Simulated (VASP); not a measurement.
A run of VASP 6.6.1:

POSCAR

```
MnS
1.0
   -2.6218391862     -2.6218391862      5.2656070091
   -5.2656070091     -2.6218391862      2.6218391862
   -2.6218391862     -5.2656070091      2.6218391862
Mn S
2 2
Direct
    0.0000000000      0.0000000000      0.0000000000
    0.5000000000      0.5000000000      0.5000000000
    1.2499999980     -0.7500000020     -0.7500000020
    1.7500000020     -0.2499999980     -0.2499999980
```

File INCAR.step1:

```
SYSTEM = MnS
ALGO = Normal
EDIFF = 1E-6
ENCUT = 520
GGA = PE
ISIF = 2
ISMEAR = 0
ISPIN = 2
LASPH = .True.
LCHARG = .True.
LDAU = .True.
LDAUJ = 0 0
LDAUL = 2 -1
LDAUPRINT = 1
LDAUTYPE = 2
LDAUU = 3.9 0
LMAXMIX = 4
LREAL = .False.
LWAVE = .False.
MAGMOM = 4.9 -4.9 0 0
NBANDS = 31
NELM = 150
PREC = Accurate
SIGMA = 0.05
```

File KPOINTS.step1:

```
k-points
0
Gamma
  8 8 8
  0 0 0
```

File INCAR.step2:

```
SYSTEM = MnS
ALGO = Normal
EDIFF = 1E-6
ENCUT = 520
GGA = PE
ICHARG = 11
ISIF = 2
ISMEAR = -5
ISPIN = 2
LASPH = .True.
LCHARG = .False.
LDAU = .True.
LDAUJ = 0 0
LDAUL = 2 -1
LDAUPRINT = 1
LDAUTYPE = 2
LDAUU = 3.9 0
LMAXMIX = 4
LORBIT = 10
LREAL = .False.
LWAVE = .False.
MAGMOM = 4.9 -4.9 0 0
NBANDS = 31
NEDOS = 2001
NELM = 150
PREC = Accurate
SIGMA = 0.05
```

Contents of KPOINTS.step2:

```
k-points
0
Gamma
  12 12 12
  0 0 0
```

Potentials or basis: VASP PAW PBE potentials, release 64 (Mn_pv, S).

The run is started by

```console
$ cat potpaw_PBE.64/Mn_pv/POTCAR potpaw_PBE.64/S/POTCAR > POTCAR
$ cp INCAR.step1 INCAR
$ cp KPOINTS.step1 KPOINTS
$ mpirun -np 1 vasp_std > vasp.out
$ cp INCAR.step2 INCAR
$ cp KPOINTS.step2 KPOINTS
$ mpirun -np 1 vasp_std > vasp.out
```

Hardware: 1 thread of AMD EPYC 7R43 64-Core Processor (Zen 3), on a shared host.

**Question.** How long does it take, and how much memory?

**Answer.** Wall time 42 min on 1 thread of AMD EPYC 7R43 64-Core Processor (Zen 3), on a shared host, peak memory 0.77 GiB. Counts: k points 189.
